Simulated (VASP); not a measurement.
# LuGe2Os3 in VASP: single point with r2SCAN

Aim: the single point of LuGe2Os3 with r2SCAN.

Everything below comes from runs of VASP 6.6.1. Logs are shortened: lines on timing, memory, paths and dates and some standing lists are left out, and cuts for length are marked.

## (1) The cell of the first run

The typed cell holds 6 atoms: a = 5.987 Å, b = 5.987 Å, c = 3.363 Å, α = 90.00°, β = 90.00°, γ = 120.00°.

## (2) Single point, r2SCAN

File POSCAR:

```
LuGe2Os3
1.0
    5.9867670000      0.0000000000      0.0000000000
   -2.9933830000      5.1846930000      0.0000000000
    0.0000000000      0.0000000000      3.3626860000
Ge Os Lu
2 3 1
Direct
    0.3333000000      0.6667000000      0.0000000000
    0.6666000000      0.3333000000      0.0000000000
    0.5000000000      0.0000000000      0.5000000000
    0.5000000000      0.5000000000      0.5000000000
    0.0000000000      0.5000000000      0.5000000000
    0.0000000000      0.0000000000      0.0000000000
```

File INCAR.step1:

```
PREC = Accurate
ENCUT = 520
ISMEAR = -1
SIGMA = 0.1052
LREAL = F
LASPH = T
NELM = 80
NBANDS = 48
GGA = PE
ALGO = Normal
EDIFF = 1E-4
LWAVE = T
LCHARG = F
```

File INCAR.step2:

```
PREC = Accurate
ENCUT = 520
EDIFF = 1E-6
ISMEAR = -1
SIGMA = 0.1052
LREAL = F
LASPH = T
NELM = 80
ALGO = Normal
ISIF = 2
LWAVE = F
LCHARG = T
METAGGA = R2SCAN
LMIXTAU = T
LELF = T
LVHAR = T
NBANDS = 48
ISTART = 1
```

File KPOINTS:

```
Automatic mesh
0
Gamma
  7 7 10
```

Potentials or basis: VASP PAW PBE potentials, release 64 (Ge_d, Os, Lu).

Launch:

```sh
> cat potpaw_PBE.64/Ge_d/POTCAR potpaw_PBE.64/Os/POTCAR potpaw_PBE.64/Lu/POTCAR > POTCAR
> cp INCAR.step1 INCAR
> mpirun -np 1 vasp_std > vasp.out
> cp INCAR.step2 INCAR
> mpirun -np 1 vasp_std > vasp.out
```

OUTCAR:

```text
PREC = Accurate
   ENCUT = 520
   EDIFF = 1E-6
   ISMEAR = -1
   LREAL = F
   LASPH = T
   NELM = 80
   ISIF = 2
   METAGGA = R2SCAN
   ISTART = 1

 ion  position               nearest neighbor table
   1  0.333  0.667  0.000-   5 2.41   5 2.41   3 2.41   3 2.41   4 2.41   4 2.41
   2  0.667  0.333  0.000-   4 2.41   4 2.41   3 2.41   3 2.41   5 2.41   5 2.41
   3  0.500  0.000  0.500-   2 2.41   2 2.41   1 2.41   1 2.41   4 2.99   4 2.99   5 2.99   5 2.99
                             6 3.43   6 3.43   6 3.43   6 3.43
   4  0.500  0.500  0.500-   2 2.41   2 2.41   1 2.41   1 2.41   5 2.99   5 2.99   3 2.99   3 2.99
                             6 3.43   6 3.43   6 3.43   6 3.43
   5  0.000  0.500  0.500-   1 2.41   1 2.41   2 2.41   2 2.41   4 2.99   4 2.99   3 2.99   3 2.99
                             6 3.43   6 3.43   6 3.43   6 3.43
   6  0.000  0.000  0.000-   3 3.43   3 3.43   3 3.43   3 3.43   5 3.43   5 3.43   5 3.43   5 3.43
                             4 3.43   4 3.43   4 3.43   4 3.43

  LATTYP: Found a hexagonal cell.
 ALAT       =     5.9867670000
 C/A-ratio  =     0.5616864662

  Lattice vectors:

 A1 = (   5.9867670000,   0.0000000000,   0.0000000000)
 A2 = (  -2.9933830000,   5.1846930000,   0.0000000000)
 A3 = (   0.0000000000,   0.0000000000,   3.3626860000)

Analysis of symmetry for initial positions (statically):
=====================================================================
 Subroutine PRICEL returns:
 Original cell was already a primitive cell.

 Routine SETGRP: Setting up the symmetry group for a
 hexagonal supercell.

 Subroutine GETGRP returns: Found  4 space group operations
 (whereof  4 operations were pure point group operations)
 out of a pool of 24 trial point group operations.

The static configuration has the point symmetry C_2v.

Analysis of symmetry for dynamics (positions and initial velocities):
=====================================================================
 Subroutine PRICEL returns:
 Original cell was already a primitive cell.

 Routine SETGRP: Setting up the symmetry group for a
 hexagonal supercell.

 Subroutine GETGRP returns: Found  4 space group operations
 (whereof  4 operations were pure point group operations)
 out of a pool of 24 trial point group operations.

The dynamic configuration has the point symmetry C_2v.

 Subroutine INISYM returns: Found  4 space group operations
 (whereof  4 operations are pure point group operations),
 and found     1 'primitive' translations

----------------------------------------------------------------------------------------

                                     Primitive cell

  volume of cell :     104.3763

  direct lattice vectors                    reciprocal lattice vectors
     5.986767000  0.000000000  0.000000000     0.167035062  0.096437709  0.000000000
    -2.993383000  5.184693000  0.000000000     0.000000000  0.192875451  0.000000000
     0.000000000  0.000000000  3.362686000     0.000000000  0.000000000  0.297381320

  length of vectors
     5.986767000  5.986767349  3.362686000     0.192875462  0.192875451  0.297381320

  position of ions in fractional coordinates (direct lattice)
     0.333300000  0.666700000  0.000000000
     0.666600000  0.333300000  0.000000000
     0.500000000  0.000000000  0.500000000
     0.500000000  0.500000000  0.500000000
     0.000000000  0.500000000  0.500000000
     0.000000000  0.000000000  0.000000000

  ion indices of the primitive-cell ions
   primitive index   ion index
                 1           1
                 2           2
                 3           3
                 4           4
                 5           5
                 6           6

----------------------------------------------------------------------------------------

 KPOINTS: Automatic mesh

Automatic generation of k-mesh.
 Grid dimensions read from file:
 generate k-points for:    7    7   10

 Generating k-lattice:

  Cartesian coordinates                     Fractional coordinates (reciprocal lattice)
     0.023862152  0.013776816  0.000000000     0.142857143  0.000000000  0.000000000
     0.000000000  0.027553636  0.000000000     0.000000000  0.142857143  0.000000000
     0.000000000  0.000000000  0.029738132     0.000000000  0.000000000  0.100000000

  Length of vectors
     0.027553637  0.027553636  0.029738132

  Shift w.r.t. Gamma in fractional coordinates (k-lattice)
     0.000000000  0.000000000  0.000000000

 Subroutine IBZKPT returns following result:
 ===========================================

 Found     96 irreducible k-points:

 Following reciprocal coordinates:
            Coordinates               Weight
  0.000000  0.000000  0.000000      1.000000
  0.142857  0.000000  0.000000      4.000000
  0.000000  0.142857  0.000000      2.000000
  0.285714  0.000000  0.000000      4.000000
  0.000000  0.285714  0.000000      2.000000
  0.428571  0.000000  0.000000      4.000000
[... 16 lines left out ...]
  0.000000  0.428571  0.100000      4.000000
  0.142857  0.142857  0.100000      8.000000
 [... further k-points ...]
   k-points           NKPTS =     96   k-points in BZ     NKDIM =     96   number of bands    NBANDS=     48
   number of dos      NEDOS =    301   number of ions     NIONS =      6
   total plane-waves  NPLWV =  64512
   dimension x,y,z NGX =    48 NGY =   48 NGZ =   28
   dimension x,y,z NGXF=    96 NGYF=   96 NGZF=   56
   ions per type =               2   3   1
   NGX,Y,Z   is equivalent  to a cutoff of  13.33, 13.33, 13.84 a.u.
   NGXF,Y,Z  is equivalent  to a cutoff of  26.66, 26.66, 27.69 a.u.
 SYSTEM =  unknown system
   PREC   = accura    normal or accurate (medium, high low for compatibility)
   ISTART =      1    job   : 0-new  1-cont  2-samecut
   ICHARG =      0    charge: 1-file 2-atom 10-const
   ISPIN  =      1    spin polarized calculation?
   LNONCOLLINEAR =      F non collinear calculations
   LSORBIT =      F    spin-orbit coupling
   LASPH  =      T    aspherical Exc in radial PAW
   ENCUT  =  520.0 eV  38.22 Ry    6.18 a.u.  11.13 11.13  6.25*2*pi/ulx,y,z
   NELM   =     80;   NELMIN=  2; NELMDL=  0     # of ELM steps
   EDIFF  = 0.1E-05   stopping-criterion for ELM
   LREAL  =      F    real-space projection
   EDIFFG = 0.1E-04   stopping-criterion for IOM
   NSW    =      0    number of steps for IOM
   IBRION =     -1    ionic relax: 0-MD 1-quasi-New 2-CG
   NFREE  =      0    steps in history (QN), initial steepest desc. (CG)
   ISIF   =      2    stress and relaxation
   ISYM   =      2    0-nonsym 1-usesym 2-fastsym
   POTIM  = 0.5000    time-step for ionic-motion
   TEBEG  =    0.0;   TEEND  =   0.0 temperature during run
   PSTRESS=    0.0 pullay stress
   NELECT =      77.0000    total number of electrons
   NUPDOWN=      -1.0000    fix difference up-down
   EMIN   =  10.00;   EMAX   =-10.00  energy-range for DOS
   EFERMI =   0.00;   METHOD = LEGACY
   ISMEAR =    -1;   SIGMA  =   0.11  broadening in eV -4-tet -1-fermi 0-gaus
   EFERMI_NEDOS =   21; number of points for ismear=-14 and -15
   IALGO  =     38    algorithm
   IMIX   =      4    mixing-type and parameters
     AMIX     =   0.40;   BMIX     =  1.00
     AMIX_MAG =   1.60;   BMIX_MAG =  1.00
  volume/ion in A,a.u.               =      17.40       117.39
  Fermi-wavevector in a.u.,A,eV,Ry     =   1.479237  2.795353 29.771491  2.188143
  Thomas-Fermi vector in A             =   2.593420
   LORBIT       =      0    0 simple, 1 ext, 2 COOP (PROOUT), +10 PAW based schemes
   METAGGA = R2SCAN    functional components
   LHFCALC =     F    Hartree Fock is set to
   AEXX    =    0.0000 exact exchange contribution
   IVDW    =     0    specifies the selected vdW correction
   LEPSILON=     F    determine dielectric tensor
   LRPA    =     F    only Hartree local field effects (RPA)
 non-spin polarized calculation
  energy-cutoff  :      520.00
  volume of cell :      104.38
 maximum number of plane-waves:      2832
 NGX is ok and might be reduce to    48
   NGX = 23   NGY = 23   NGZ = 13

 number of electron      77.0000008 magnetization

 Free energy of the ion-electron system (eV)
  ---------------------------------------------------
  ext. energy  EPLUGINS =         0.00000000
  ---------------------------------------------------
  free energy    TOTEN  =      -224.11871257 eV

  energy without entropy =     -223.99385479  energy(sigma->0) =     -224.05628368

 E-fermi :   6.4032     XC(G=0): -13.5310

 val. band max:        6.3926304691   @ k =   0.2857   0.2857   0.3000
 cond. band min:       6.4114112724   @ k =  -0.4286   0.2857   0.5000
 fundamental gap:      0.0187808033
 Fermi energy:         6.4032125081

 k-point     1 :       0.0000    0.0000    0.0000
  band No.  band energies     occupation
      1     -52.0275      2.00000
      2     -21.9668      2.00000
      3     -21.9666      2.00000
      4     -21.8652      2.00000
      5     -18.8772      2.00000
      6     -18.8771      2.00000
[... 40 lines left out ...]
     47      11.8154      0.00000
     48      11.8623      0.00000

 k-point     2 :       0.1429    0.0000    0.0000
  band No.  band energies     occupation
      1     -52.0275      2.00000
      2     -21.9673      2.00000
      3     -21.9669      2.00000
      4     -21.8653      2.00000
      5     -18.8769      2.00000
      6     -18.8752      2.00000
[... 40 lines left out ...]
     47      11.6370      0.00000
     48      11.6900      0.00000

 k-point     3 :       0.0000    0.1429    0.0000
  band No.  band energies     occupation
      1     -52.0275      2.00000
      2     -21.9673      2.00000
      3     -21.9669      2.00000
      4     -21.8653      2.00000
      5     -18.8768      2.00000
      6     -18.8753      2.00000
[... 1060 lines left out ...]
     47      11.4470      0.00000
     48      11.6317      0.00000

 k-point    24 :       0.1429    0.1429    0.1000
  band No.  band energies     occupation
      1     -52.0262      2.00000
      2     -21.9647      2.00000
      3     -21.9640      2.00000
      4     -21.8960      2.00000
      5     -18.8734      2.00000
      6     -18.8706      2.00000
[... 40 lines left out ...]
     47      11.2863      0.00000
     48      11.7904      0.00000

 [... further k-points ...]

------------------------ aborting loop because EDIFF is reached ----------------------------------------

  FORCE on cell =-STRESS in cart. coord.  units (eV):
  Direction    XX          YY          ZZ          XY          YZ          ZX
  --------------------------------------------------------------------------------------
  -------------------------------------------------------------------------------------
  Total       -2.8272343     -2.8188319      7.4256374     -0.0000003      0.0000000      0.0000000
  in kB      -43.3980956    -43.2691177    113.9836616     -0.0000042      0.0000000      0.0000000
  external PRESSURE =       9.1054827 kB  Pullay stress =       0.0000000 kB

 VOLUME and BASIS-vectors are now :
 -----------------------------------------------------------------------------
  energy-cutoff  :      520.00
  volume of cell :      104.38
      direct lattice vectors                 reciprocal lattice vectors
     5.986767000  0.000000000  0.000000000     0.167035062  0.096437709  0.000000000
    -2.993383000  5.184693000  0.000000000     0.000000000  0.192875451  0.000000000
     0.000000000  0.000000000  3.362686000     0.000000000  0.000000000  0.297381320

 POSITION                                       TOTAL-FORCE (eV/Angst)
 -----------------------------------------------------------------------------------
     -0.00030      3.45663      0.00000         0.002942     -0.003239      0.000000
      2.99308      1.72806      0.00000         0.002942      0.003239      0.000000
      2.99338      0.00000      1.68134         0.001205     -0.000000      0.000000
      1.49669      2.59235      1.68134        -0.003375      0.002644      0.000000
     -1.49669      2.59235      1.68134        -0.003375     -0.002644      0.000000
      0.00000      0.00000      0.00000        -0.000339     -0.000000      0.000000
 -----------------------------------------------------------------------------------
    total drift:                               -0.000163      0.000000      0.000000

  FREE ENERGIE OF THE ION-ELECTRON SYSTEM (eV)
  ---------------------------------------------------
  free  energy   TOTEN  =      -224.1187125740 eV

  energy  without entropy=     -223.9938547903  energy(sigma->0) =     -224.05628368
```

Run time: 49 min. Hardware: 1 thread of Intel Xeon 8259CL, shared host; peak memory 0.61 GiB.

Results:

```
Free energy            : -224.1187 eV
Pressure               : 0.9 GPa
Largest force          : 0.004 eV/Å
Band gap on the k mesh : zero (an odd number of electrons rules out a gap without spin polarisation)
```

Forces on the atoms (eV/Å):
```
Ge   0.003 -0.003  0.000
Ge   0.003  0.003  0.000
Os   0.001  0.000  0.000
Os  -0.003  0.003  0.000
Os  -0.003 -0.003  0.000
Lu   0.000  0.000  0.000
```

Caveat: the PAW data sets were made with another functional, which shifts forces and pressure a little; spin-orbit coupling is left out, which moves the levels of the heavy elements.
